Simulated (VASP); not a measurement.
# Cs2GaAg (P-3m1) in VASP: further runs, part 3 of 3

VASP 6.6.1. Earlier steps stand in the parts before.

### 4 Relaxation of cell and atoms, PBE

File INCAR:

```
SYSTEM = Cs2GaAg
PREC = Accurate ; ENCUT = 600
EDIFF = 1E-6 ; ISMEAR = 0
SIGMA = 0.1 ; LREAL = .False.
LASPH = .True. ; NELM = 100
ALGO = Normal ; ISIF = 3
LWAVE = .False. ; LCHARG = .False.
GGA = PE ; IBRION = 2
NSW = 90 ; EDIFFG = -0.04
```

File KPOINTS:

```
regular mesh
0
Gamma
  3 3 4
  0 0 0
```

File POSCAR:

```
Cs2GaAg
1.0
    6.0342306156      0.0000000000      0.0000000000
   -3.0171153078      5.2257970054      0.0000000000
    0.0000000000      0.0000000000      6.4619068892
Cs Ga Ag
2 1 1
Direct
    0.6666666667      0.3333333333      0.7218814850
    0.3333333333      0.6666666667      0.2781185150
    0.0000000000      0.0000000000      0.0000000000
    0.0000000000      0.0000000000      0.5000000000
```

Potentials or basis: VASP PAW PBE potentials, release 64 (Cs_sv, Ga_d, Ag).

Started as:

```
cat potpaw_PBE.64/Cs_sv/POTCAR potpaw_PBE.64/Ga_d/POTCAR potpaw_PBE.64/Ag/POTCAR > POTCAR
mpirun -np 1 vasp_std > vasp.out
```

OUTCAR:

```text
SYSTEM = Cs2GaAg
   PREC = Accurate
   ENCUT = 600
   EDIFF = 1E-6
   ISMEAR = 0
   LREAL = .False.
   LASPH = .True.
   NELM = 100
   ISIF = 3
   GGA = PE
   IBRION = 2
   NSW = 90
   EDIFFG = -0.04

 ion  position               nearest neighbor table
   1  0.667  0.333  0.722-
   2  0.333  0.667  0.278-
   3  0.000  0.000  0.000-   4 3.23   4 3.23
   4  0.000  0.000  0.500-   3 3.23   3 3.23

  LATTYP: Found a hexagonal cell.
 ALAT       =     6.0342306156
 C/A-ratio  =     1.0708750296

  Lattice vectors:

 A1 = (   6.0342306156,   0.0000000000,   0.0000000000)
 A2 = (  -3.0171153078,   5.2257970054,   0.0000000000)
 A3 = (   0.0000000000,   0.0000000000,   6.4619068892)

Analysis of symmetry for initial positions (statically):
=====================================================================
 Subroutine PRICEL returns:
 Original cell was already a primitive cell.

 Routine SETGRP: Setting up the symmetry group for a
 hexagonal supercell.

 Subroutine GETGRP returns: Found 12 space group operations
 (whereof 12 operations were pure point group operations)
[... 153 lines left out ...]

  energy without entropy =       -6.53020627  energy(sigma->0) =       -6.54184046

------------------------ aborting loop because EDIFF is reached ----------------------------------------

  FORCE on cell =-STRESS in cart. coord.  units (eV):
  Direction    XX          YY          ZZ          XY          YZ          ZX
  --------------------------------------------------------------------------------------
  -------------------------------------------------------------------------------------
  Total        0.6368285      0.6368285     -1.9383244      0.0000000      0.0000000      0.0000000
  in kB        5.0072346      5.0072346    -15.2405945      0.0000000      0.0000000      0.0000000
  external PRESSURE =      -1.7420418 kB  Pullay stress =       0.0000000 kB
[... 95 lines left out ...]
  FREE ENERGIE OF THE ION-ELECTRON SYSTEM (eV)
  ---------------------------------------------------
  free  energy   TOTEN  =        -6.7445969424 eV

  energy  without entropy=       -6.7239031266  energy(sigma->0) =       -6.73425003

[... ionic steps 4 to 7 ...]

--------------------------------------- Ionic step        8  -------------------------------------------

 number of electron      42.0000013 magnetization

------------------------ aborting loop because EDIFF is reached ----------------------------------------
[... 71 lines left out ...]
--------------------------------------- Ionic step       10  -------------------------------------------

 number of electron      42.0000013 magnetization

 Free energy of the ion-electron system (eV)
  ---------------------------------------------------
  ext. energy  EPLUGINS =         0.00000000
  ---------------------------------------------------
  free energy    TOTEN  =        -7.22585908 eV

  energy without entropy =       -7.21276660  energy(sigma->0) =       -7.21931284

 E-fermi :   2.1750     XC(G=0):  -7.4754

 val. band max:        2.0165577729   @ k =   0.0000   0.0000   0.2500
 cond. band min:       2.2291882630   @ k =   0.3333   0.0000   0.2500
 fundamental gap:      0.2126304901
 Fermi energy:         2.1749646478

 k-point     1 :       0.0000    0.0000    0.0000
  band No.  band energies     occupation
      1     -21.0898      2.00000
      2     -21.0251      2.00000
      3     -12.8004      2.00000
      4     -12.7363      2.00000
      5     -12.7363      2.00000
      6     -12.7153      2.00000
[... 300 lines left out ...]
  FREE ENERGIE OF THE ION-ELECTRON SYSTEM (eV)
  ---------------------------------------------------
  free  energy   TOTEN  =        -7.2258590810 eV

  energy  without entropy=       -7.2127665959  energy(sigma->0) =       -7.21931284

 reached required accuracy - stopping structural energy minimisation
```

OSZICAR:

```text
N       E                     dE             d eps       ncg     rms          rms(c)
DAV:   1     0.350638347723E+03    0.35064E+03   -0.19527E+04   508   0.178E+03
DAV:   2     0.362930378709E+02   -0.31435E+03   -0.30901E+03   620   0.378E+02
DAV:   3    -0.524943459283E+01   -0.41542E+02   -0.40555E+02   631   0.125E+02
[... 94 lines left out ...]
DAV:   1    -0.722575102690E+01   -0.28856E-03   -0.10187E-01   508   0.129E+00    0.689E-02
DAV:   2    -0.722587644527E+01   -0.12542E-03   -0.27444E-03   512   0.298E-01    0.290E-02
DAV:   3    -0.722586508059E+01    0.11365E-04   -0.60571E-05   668   0.477E-02    0.166E-02
DAV:   4    -0.722585881224E+01    0.62683E-05   -0.28855E-05   548   0.280E-02    0.351E-03
DAV:   5    -0.722585908102E+01   -0.26878E-06   -0.31905E-06   541   0.990E-03
  10 F= -.72258591E+01 E0= -.72193128E+01  d E =-.397488E-03
```

CONTCAR:

```text
Cs2GaAg
   1.00000000000000
     6.6754740025139991    0.0000000000000000    0.0000000000000000
    -3.3377370012569996    5.7811300684751714   -0.0000000000000000
     0.0000000000000000    0.0000000000000000    4.9725351650219123
  Cs              Ga              Ag
     2     1     1
Direct
     0.6666666667000030    0.3333333332999970    0.7235299078817564
     0.3333333332999970    0.6666666667000030    0.2764700921182435
     0.0000000000000000    0.0000000000000000    1.0000000000000000
     0.0000000000000000    0.0000000000000000    0.5000000000000000

  0.00000000E+00  0.00000000E+00  0.00000000E+00
  0.00000000E+00  0.00000000E+00  0.00000000E+00
  0.00000000E+00  0.00000000E+00  0.00000000E+00
  0.00000000E+00  0.00000000E+00  0.00000000E+00
```

It took 5.5 min on 1 thread of Intel Xeon Platinum 8488C (Sapphire Rapids), shared host; peak memory 0.41 GiB.

Results:

| Property | Result |
| --- | --- |
| Free energy | -7.2259 eV |
| Relaxed volume | 47.97 Å³/atom |
| Relaxed cell | a = 6.675 Å, b = 6.675 Å, c = 4.973 Å, α = 90.00°, β = 90.00°, γ = 120.00° |
| Space group after relaxing (to 0.1 Å) | P-3m1 (No. 164) |
| Energy gained by relaxing | 168.1 meV/atom |
| Ionic steps | 10 |
| Pressure after relaxing | 0.0 GPa |
| Largest force after relaxing | 0.037 eV/Å |
| Band gap on the k mesh | zero (bands 21 and 22 overlap by 0.83 eV) |

Forces in eV/Å, atoms in the order of the input:
```
Cs   0.000  0.000  0.037
Cs   0.000  0.000 -0.037
Ga   0.000  0.000  0.000
Ag   0.000  0.000  0.000
```

Step by step:
```
step  energy change (eV)  largest force (eV/Å)  pressure (GPa)  volume (Å³)
   1              0.0000                0.0121           -0.17       203.77
   2             -0.0541                0.0176           -0.18       202.07
   3             -0.1911                0.0038           -0.18       196.24
   4             -0.6506                0.0516            0.59       181.04
   5             -0.6698                0.0388            0.09       192.11
   6             -0.6702                0.0403            0.16       190.66
   7             -0.6689                0.0405           -0.20       193.71
   8             -0.6720                0.0406            0.00       191.95
   9             -0.6720                0.0403           -0.02       191.98
  10             -0.6724                0.0375           -0.01       191.90
```

Final structure:
```yaml
crystal:
  lattice:
    - [6.67547, 0.00000, 0.00000]
    - [-3.33774, 5.78113, 0.00000]
    - [0.00000, 0.00000, 4.97254]
  atoms:
    - { symbol: Cs, position: [0.66667, 0.33333, 0.72353] }
    - { symbol: Cs, position: [0.33333, 0.66667, 0.27647] }
    - { symbol: Ga, position: [0.00000, 0.00000, 0.00000] }
    - { symbol: Ag, position: [0.00000, 0.00000, 0.50000] }
```

Levels at points of the mesh, in eV from the Fermi level:
```tsv
k point	band 18	band 19	band 20	band 21	band 22	band 23	band 24	band 25
(0.00, 0.00, 0.00)	-4.46	-4.19	-0.50	-0.50	-0.17	0.49	1.84	2.06
(0.00, 0.00, 0.50)	-4.46	-4.46	-2.77	0.48	0.48	0.88	0.88	2.32
```

Caveat: the k points lie up to 0.36 Å⁻¹ apart in the final cell, too coarse for converged energies and pressures of a metal; a cell axis changed by over 15 % at a fixed basis, so the end point is rough; spin-orbit coupling is left out, which moves the levels of the heavy elements.

### 5 Summary

```csv
task,cell,k mesh,cutoff (eV),gap on the mesh (eV),pressure (GPa),relaxed volume (Å³/atom),largest force (eV/Å)
single point,"a = 6.034, b = 6.034, c = 6.462 Å, angles 90.0, 90.0, 120.0°, 4 atoms, atomic positions A",6 × 6 × 2,520,none,0.0,-,0.01
relaxation of cell and atoms,"relaxed from a = 4.672, b = 4.672, c = 7.569 Å, angles 90.0, 90.0, 120.0°, 4 atoms, atomic positions B",6 × 6 × 2,600,none,0.0,50.72,0.02
relaxation of cell and atoms,"relaxed from a = 6.034, b = 6.034, c = 6.462 Å, angles 90.0, 90.0, 120.0°, 4 atoms, atomic positions A",3 × 3 × 4,600,none,0.0,47.97,0.04
```

Alike in all rows: level PBE; potentials or basis VASP PAW PBE potentials, release 64 (Cs_sv, Ga_d, Ag); no spin polarisation; smearing gaussian 0.1 eV.

Caveats: all runs use coarse meshes; spin-orbit coupling is left out, which moves the levels of the heavy elements; the volume moved by over 15 % at a fixed basis, so the end points are rough (at least some runs); a cell axis changed by over 15 % at a fixed basis, so the end point is rough (at least some runs).

Absolute energies hang on the potentials; compare differences alone.
